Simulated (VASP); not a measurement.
# CoO in VASP: further runs

Runs on CoO. Level: r2SCAN. Tasks: single point.

Program: VASP 6.6.1. These are calculated values, not measurements. Logs are shortened: lines on timing, memory, paths and dates and some standing lists are left out, and cuts for length are marked.

## Step 1: The cell of the first run

The typed cell holds 4 atoms: a = 3.198 Å, b = 3.198 Å, c = 5.229 Å, α = 90.00°, β = 90.00°, γ = 120.00°.

## Step 2: Single point, r2SCAN

File POSCAR:

```
CoO
1.0
    3.1976457435      0.0000000000      0.0000000000
   -1.5988228718      2.7692424462      0.0000000000
    0.0000000000      0.0000000000      5.2287097100
Co O
2 2
Direct
    0.0000000000      0.0000000000      0.0034741400
    0.3333333333      0.6666666667      0.5033624100
    0.0000000000      0.0000000000      0.3716088500
    0.3333333333      0.6666666667      0.8715556000
```

File INCAR.step1:

```
SYSTEM = CoO
PREC = Accurate
ENCUT = 520
ISMEAR = 0
SIGMA = 0.02
LREAL = .False.
LASPH = .True.
NELM = 100
NBANDS = 23
GGA = PE
ALGO = Normal
EDIFF = 1E-4
LWAVE = .True.
LCHARG = .False.
```

File INCAR.step2:

```
SYSTEM = CoO
PREC = Accurate
ENCUT = 520
EDIFF = 1E-6
ISMEAR = 0
SIGMA = 0.02
LREAL = .False.
LASPH = .True.
NELM = 100
ALGO = Normal
ISIF = 2
LWAVE = .False.
LCHARG = .False.
METAGGA = R2SCAN
LMIXTAU = .True.
NBANDS = 23
ISTART = 1
```

File KPOINTS:

```
Automatic mesh
0
Gamma
  12 12 6
  0 0 0
```

Potentials or basis: VASP PAW PBE potentials, release 64 (Co, O).

On the command line:

```bash
cat potpaw_PBE.64/Co/POTCAR potpaw_PBE.64/O/POTCAR > POTCAR
cp INCAR.step1 INCAR
mpirun -np 1 vasp_std > vasp.out
cp INCAR.step2 INCAR
mpirun -np 1 vasp_std > vasp.out
```

OUTCAR:

```text
SYSTEM = CoO
   PREC = Accurate
   ENCUT = 520
   EDIFF = 1E-6
   ISMEAR = 0
   LREAL = .False.
   LASPH = .True.
   NELM = 100
   ISIF = 2
   METAGGA = R2SCAN
   ISTART = 1

 ion  position               nearest neighbor table
   1  0.000  0.000  0.003-   3 1.92   4 1.97   4 1.97   4 1.97
   2  0.333  0.667  0.503-   4 1.93   3 1.97   3 1.97   3 1.97
   3  0.000  0.000  0.372-   1 1.92   2 1.97   2 1.97   2 1.97
   4  0.333  0.667  0.872-   2 1.93   1 1.97   1 1.97   1 1.97

  LATTYP: Found a hexagonal cell.
 ALAT       =     3.1976457435
 C/A-ratio  =     1.6351747909

  Lattice vectors:

 A1 = (   3.1976457435,   0.0000000000,   0.0000000000)
 A2 = (  -1.5988228718,   2.7692424462,   0.0000000000)
 A3 = (   0.0000000000,   0.0000000000,   5.2287097100)

Analysis of symmetry for initial positions (statically):
=====================================================================
 Subroutine PRICEL returns:
 Original cell was already a primitive cell.

 Routine SETGRP: Setting up the symmetry group for a
 hexagonal supercell.

 Subroutine GETGRP returns: Found  6 space group operations
 (whereof  6 operations were pure point group operations)
 out of a pool of 24 trial point group operations.

The static configuration has the point symmetry C_3v.

Analysis of symmetry for dynamics (positions and initial velocities):
=====================================================================
 Subroutine PRICEL returns:
 Original cell was already a primitive cell.

 Routine SETGRP: Setting up the symmetry group for a
 hexagonal supercell.

 Subroutine GETGRP returns: Found  6 space group operations
 (whereof  6 operations were pure point group operations)
 out of a pool of 24 trial point group operations.

The dynamic configuration has the point symmetry C_3v.

 Subroutine INISYM returns: Found  6 space group operations
 (whereof  6 operations are pure point group operations),
 and found     1 'primitive' translations

----------------------------------------------------------------------------------------

                                     Primitive cell

  volume of cell :      46.3005

  direct lattice vectors                    reciprocal lattice vectors
     3.197645743  0.000000000  0.000000000     0.312730077  0.180554794  0.000000000
    -1.598822872  2.769242446  0.000000000     0.000000000  0.361109588  0.000000000
     0.000000000  0.000000000  5.228709710     0.000000000  0.000000000  0.191251773

  length of vectors
[... 85 lines left out ...]
   NELM   =    100;   NELMIN=  2; NELMDL=  0     # of ELM steps
   EDIFF  = 0.1E-05   stopping-criterion for ELM
   LREAL  =      F    real-space projection
   EDIFFG = 0.1E-04   stopping-criterion for IOM
   NSW    =      0    number of steps for IOM
   IBRION =     -1    ionic relax: 0-MD 1-quasi-New 2-CG
   NFREE  =      0    steps in history (QN), initial steepest desc. (CG)
   ISIF   =      2    stress and relaxation
   ISYM   =      2    0-nonsym 1-usesym 2-fastsym
   POTIM  = 0.5000    time-step for ionic-motion
   TEBEG  =    0.0;   TEEND  =   0.0 temperature during run
   PSTRESS=    0.0 pullay stress
   NELECT =      30.0000    total number of electrons
   NUPDOWN=      -1.0000    fix difference up-down
   EMIN   =  10.00;   EMAX   =-10.00  energy-range for DOS
   EFERMI =   0.00;   METHOD = LEGACY
   ISMEAR =     0;   SIGMA  =   0.02  broadening in eV -4-tet -1-fermi 0-gaus
   EFERMI_NEDOS =   21; number of points for ismear=-14 and -15
   IALGO  =     38    algorithm
   IMIX   =      4    mixing-type and parameters
     AMIX     =   0.40;   BMIX     =  1.00
     AMIX_MAG =   1.60;   BMIX_MAG =  1.00
  volume/ion in A,a.u.               =      11.58        78.11
  Fermi-wavevector in a.u.,A,eV,Ry     =   1.416620  2.677023 27.304329  2.006812
  Thomas-Fermi vector in A             =   2.537935
   LORBIT       =      0    0 simple, 1 ext, 2 COOP (PROOUT), +10 PAW based schemes
   METAGGA = R2SCAN    functional components
   LHFCALC =     F    Hartree Fock is set to
   AEXX    =    0.0000 exact exchange contribution
   IVDW    =     0    specifies the selected vdW correction
   LEPSILON=     F    determine dielectric tensor
   LRPA    =     F    only Hartree local field effects (RPA)
 non-spin polarized calculation
 Gauss-broadening in eV      SIGMA  =   0.02
  energy-cutoff  :      520.00
  volume of cell :       46.30
 maximum number of plane-waves:      1272
   NGX = 11   NGY = 11   NGZ = 19

 number of electron      30.0000009 magnetization

 Free energy of the ion-electron system (eV)
  ---------------------------------------------------
  ext. energy  EPLUGINS =         0.00000000
  ---------------------------------------------------
  free energy    TOTEN  =       -39.95032381 eV

  energy without entropy =      -39.94891209  energy(sigma->0) =      -39.94961795

 E-fermi :   5.8656     XC(G=0): -11.8301

 val. band max:        5.8571456751   @ k =   0.2500   0.1667   0.3333
 cond. band min:       5.8744465802   @ k =  -0.1667   0.4167   0.1667
 fundamental gap:      0.0173009051
 Fermi energy:         5.8656287046

 k-point     1 :       0.0000    0.0000    0.0000
  band No.  band energies     occupation
      1     -15.5976      2.00000
      2     -15.0192      2.00000
      3      -1.4969      2.00000
      4      -0.2558      2.00000
      5      -0.1035      2.00000
      6      -0.1035      2.00000
[... 613 lines left out ...]
     22      17.6687      0.00000
     23      19.6356      0.00000

 [... further k-points ...]

------------------------ aborting loop because EDIFF is reached ----------------------------------------

  FORCE on cell =-STRESS in cart. coord.  units (eV):
  Direction    XX          YY          ZZ          XY          YZ          ZX
  --------------------------------------------------------------------------------------
  -------------------------------------------------------------------------------------
  Total       -6.4893042     -6.4893042     -4.3914459      0.0000000      0.0000000      0.0000000
  in kB     -224.5550640   -224.5550640   -151.9610415      0.0000000      0.0000000      0.0000000
  external PRESSURE =    -200.3570565 kB  Pullay stress =       0.0000000 kB

 VOLUME and BASIS-vectors are now :
 -----------------------------------------------------------------------------
  energy-cutoff  :      520.00
  volume of cell :       46.30
      direct lattice vectors                 reciprocal lattice vectors
     3.197645743  0.000000000  0.000000000     0.312730077  0.180554794  0.000000000
    -1.598822872  2.769242446  0.000000000     0.000000000  0.361109588  0.000000000
     0.000000000  0.000000000  5.228709710     0.000000000  0.000000000  0.191251773

 POSITION                                       TOTAL-FORCE (eV/Angst)
 -----------------------------------------------------------------------------------
      0.00000      0.00000      0.01817         0.000000     -0.000000     -0.094843
     -0.00000      1.84616      2.63194         0.000000     -0.000000     -0.093474
      0.00000      0.00000      1.94303        -0.000000      0.000000      0.092895
     -0.00000      1.84616      4.55711        -0.000000      0.000000      0.095422
 -----------------------------------------------------------------------------------
    total drift:                               -0.000000     -0.000001      0.041036

  FREE ENERGIE OF THE ION-ELECTRON SYSTEM (eV)
  ---------------------------------------------------
  free  energy   TOTEN  =       -39.9503238069 eV

  energy  without entropy=      -39.9489120941  energy(sigma->0) =      -39.94961795
```

Wall time 7.5 min (1 thread of Intel Xeon 8259CL, shared host); peak memory 0.24 GiB.

Results:

| Item | Value |
| --- | --- |
| Free energy | -39.9503 eV |
| Pressure | -20.0 GPa |
| Largest force | 0.095 eV/Å |
| Band gap on the k mesh | zero (bands 15 and 16 overlap by 1.39 eV) |

Forces on the atoms (eV/Å):
```
Co   0.000  0.000 -0.095
Co   0.000  0.000 -0.093
O    0.000  0.000  0.093
O    0.000  0.000  0.095
```

Stress tensor (GPa, compression positive):
```
-22.46   0.00   0.00
  0.00 -22.46   0.00
  0.00   0.00 -15.20
```

Caveat: the cell stands under tension; the PAW data sets were made with another functional, which shifts forces and pressure a little; the run has no spin polarisation, though such a crystal can be magnetic; semilocal functionals often make such compounds metallic where correlation or magnetic order opens a gap, which also shifts bond lengths. With open d or f shells a metallic result of r2SCAN can be an artefact of self-interaction; +U or a hybrid may open a gap.

## Step 3: Single point, r2SCAN

This run uses another cell than the first one, of 9.46 Å³/atom.

File POSCAR:

```
CoO
1.0
    2.7137925099      0.0000000000      0.0000000000
   -1.3568962550      2.3502132541      0.0000000000
    0.0000000000      0.0000000000      5.9330618283
Co O
2 2
Direct
    0.0000000000      0.0000000000      0.0202692950
    0.3333333333      0.6666666667      0.5202662298
    0.0000000000      0.0000000000      0.3547322182
    0.3333333333      0.6666666667      0.8547332570
```

File INCAR.step1:

```
SYSTEM = CoO
PREC = Accurate
ENCUT = 520
ISMEAR = 0
SIGMA = 0.02
LREAL = .FALSE.
LASPH = .TRUE.
NELM = 80
NBANDS = 23
GGA = PE
ALGO = Normal
EDIFF = 1E-4
LWAVE = .TRUE.
LCHARG = .FALSE.
```

File INCAR.step2:

```
SYSTEM = CoO
PREC = Accurate
ENCUT = 520
EDIFF = 1E-6
ISMEAR = 0
SIGMA = 0.02
LREAL = .FALSE.
LASPH = .TRUE.
NELM = 80
ALGO = Normal
ISIF = 2
LWAVE = .FALSE.
LCHARG = .FALSE.
METAGGA = R2SCAN
LMIXTAU = .TRUE.
NBANDS = 23
ISTART = 1
```

File KPOINTS:

```
regular mesh
0
G
  12 12 6
  0 0 0
```

Potentials or basis: VASP PAW PBE potentials, release 64 (Co, O).

On the command line:

```bash
cat potpaw_PBE.64/Co/POTCAR potpaw_PBE.64/O/POTCAR > POTCAR
cp INCAR.step1 INCAR
mpirun -np 1 vasp_std > vasp.out
cp INCAR.step2 INCAR
mpirun -np 1 vasp_std > vasp.out
```

OUTCAR:

```text
SYSTEM = CoO
   PREC = Accurate
   ENCUT = 520
   EDIFF = 1E-6
   ISMEAR = 0
   LREAL = .FALSE.
   LASPH = .TRUE.
   NELM = 80
   ISIF = 2
   METAGGA = R2SCAN
   ISTART = 1

 ion  position               nearest neighbor table
   1  0.000  0.000  0.020-   4 1.85   4 1.85   4 1.85   3 1.98
   2  0.333  0.667  0.520-   3 1.85   3 1.85   3 1.85   4 1.98
   3  0.000  0.000  0.355-   2 1.85   2 1.85   2 1.85   1 1.98
   4  0.333  0.667  0.855-   1 1.85   1 1.85   1 1.85   2 1.98

  LATTYP: Found a hexagonal cell.
 ALAT       =     2.7137925099
 C/A-ratio  =     2.1862621430

  Lattice vectors:

 A1 = (   2.7137925099,   0.0000000000,   0.0000000000)
 A2 = (  -1.3568962550,   2.3502132541,   0.0000000000)
 A3 = (   0.0000000000,   0.0000000000,   5.9330618283)

Analysis of symmetry for initial positions (statically):
=====================================================================
 Subroutine PRICEL returns:
 Original cell was already a primitive cell.

 Routine SETGRP: Setting up the symmetry group for a
 hexagonal supercell.

 Subroutine GETGRP returns: Found 12 space group operations
 (whereof  6 operations were pure point group operations)
[... 171 lines left out ...]

 val. band max:        7.8716965879   @ k =   0.1667   0.0833   0.1667
 cond. band min:       7.8836500819   @ k =   0.2500   0.1667   0.1667
 fundamental gap:      0.0119534940
 Fermi energy:         7.8746735448

 k-point     1 :       0.0000    0.0000    0.0000
  band No.  band energies     occupation
      1     -14.5040      2.00000
      2     -13.9872      2.00000
      3      -1.0370      2.00000
      4       0.3690      2.00000
      5       2.2015      2.00000
      6       2.2015      2.00000
[... 613 lines left out ...]
     22      20.5747      0.00000
     23      21.8358      0.00000

 [... further k-points ...]

------------------------ aborting loop because EDIFF is reached ----------------------------------------

  FORCE on cell =-STRESS in cart. coord.  units (eV):
  Direction    XX          YY          ZZ          XY          YZ          ZX
  --------------------------------------------------------------------------------------
  -------------------------------------------------------------------------------------
  Total        0.3589610      0.3589610      0.0312837     -0.0000000     -0.0000000      0.0000000
  in kB       15.1983007     15.1983007      1.3245428     -0.0000000     -0.0000000      0.0000000
  external PRESSURE =      10.5737147 kB  Pullay stress =       0.0000000 kB

 VOLUME and BASIS-vectors are now :
 -----------------------------------------------------------------------------
  energy-cutoff  :      520.00
  volume of cell :       37.84
      direct lattice vectors                 reciprocal lattice vectors
     2.713792510  0.000000000  0.000000000     0.368488009  0.212746651  0.000000000
    -1.356896255  2.350213254  0.000000000     0.000000000  0.425493303  0.000000000
     0.000000000  0.000000000  5.933061828     0.000000000  0.000000000  0.168547038

 POSITION                                       TOTAL-FORCE (eV/Angst)
 -----------------------------------------------------------------------------------
      0.00000      0.00000      0.12026        -0.000000      0.000000      0.085310
     -0.00000      1.56681      3.08677         0.000000     -0.000000      0.085310
      0.00000      0.00000      2.10465        -0.000000      0.000000     -0.085310
     -0.00000      1.56681      5.07119        -0.000000      0.000000     -0.085310
 -----------------------------------------------------------------------------------
    total drift:                               -0.000004      0.000001      0.027070

  FREE ENERGIE OF THE ION-ELECTRON SYSTEM (eV)
  ---------------------------------------------------
  free  energy   TOTEN  =       -40.7069873029 eV

  energy  without entropy=      -40.7063183367  energy(sigma->0) =      -40.70665282
```

It took 6.2 min on 1 thread of Intel Xeon 8259CL, shared host; peak memory 0.2 GiB.

Results:

| Property | Result |
| --- | --- |
| Free energy | -40.7070 eV |
| Pressure | 1.1 GPa |
| Largest force | 0.085 eV/Å |
| Band gap on the k mesh | zero (bands 15 and 16 overlap by 1.35 eV) |

Forces on the atoms (eV/Å):
```
Co   0.000  0.000  0.085
Co   0.000  0.000  0.085
O    0.000  0.000 -0.085
O    0.000  0.000 -0.085
```

Stress tensor (GPa, compression positive):
```
1.52 0.00 0.00
0.00 1.52 0.00
0.00 0.00 0.13
```

Levels at points of the mesh, in eV from the Fermi level:
| k point | band 12 | band 13 | band 14 | band 15 | band 16 | band 17 | band 18 | band 19 |
| --- | --- | --- | --- | --- | --- | --- | --- | --- |
| (0.00, 0.00, 0.00) | -1.43 | -1.43 | -0.67 | 0.48 | 0.48 | 1.54 | 1.54 | 1.92 |
| (0.50, 0.00, 0.00) | -1.01 | -0.93 | -0.92 | -0.34 | -0.12 | 0.14 | 1.39 | 7.01 |
| (0.00, 0.00, 0.50) | -1.66 | -1.25 | -1.25 | 1.04 | 1.04 | 1.04 | 1.04 | 3.48 |
| (0.50, 0.00, 0.50) | -1.08 | -0.96 | -0.96 | -0.21 | -0.21 | 0.77 | 0.77 | 6.86 |

Caveat: the PAW data sets were made with another functional, which shifts forces and pressure a little; the run has no spin polarisation, though such a crystal can be magnetic; semilocal functionals often make such compounds metallic where correlation or magnetic order opens a gap, which also shifts bond lengths. With open d or f shells a metallic result of r2SCAN can be an artefact of self-interaction; +U or a hybrid may open a gap.

(Part 1 of 2 ends here.)
